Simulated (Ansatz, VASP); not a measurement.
## CdS in VASP and in Ansatz

```
Cd S
1.0
     0.00000    2.67720    3.14280
     2.67720    0.00000    3.14280
     2.67720    2.67720    0.00000
Cd S
1 1
Direct
  0.00000 0.00000 0.00000
  0.75000 0.75000 0.75000
```

Change from the starting cell: strain -0.080 along x and y, +0.080 along z, atoms carried along.

Alike in both runs: task single point; functional PBE; k mesh 8 × 8 × 8; occupations gaussian, width 0.05 eV; no spin polarisation.

|  | VASP | Ansatz |
| --- | --- | --- |
| version | VASP 6.6.1 | Ansatz 0.2.0 |
| potentials or method | VASP PAW PBE potentials, release 64 (Cd, S), cutoff 520 eV | scalar-relativistic, plane waves, PAW |
| valence electrons in the cell | 18 | 26 |

Ansatz gave:

| Property | Result |
| --- | --- |
| gap on the k mesh at the Fermi level (eV) | 1.07 |
| least direct gap on the mesh (eV) | 1.07 |
| pressure (GPa) | 9.7 |
| traceless stress, the component that is largest in VASP (GPa) | -1.93 |

Task: Estimate VASP's values.

Result: gap on the k mesh at the Fermi level (eV): 1.08; least direct gap on the mesh (eV): 1.08; pressure (GPa): 10.2; traceless stress, the component that is largest in VASP (GPa): -1.85.

VASP's potentials hold 18 valence electrons a cell and Ansatz's 26, so a difference there can come from the potentials and not from the codes.
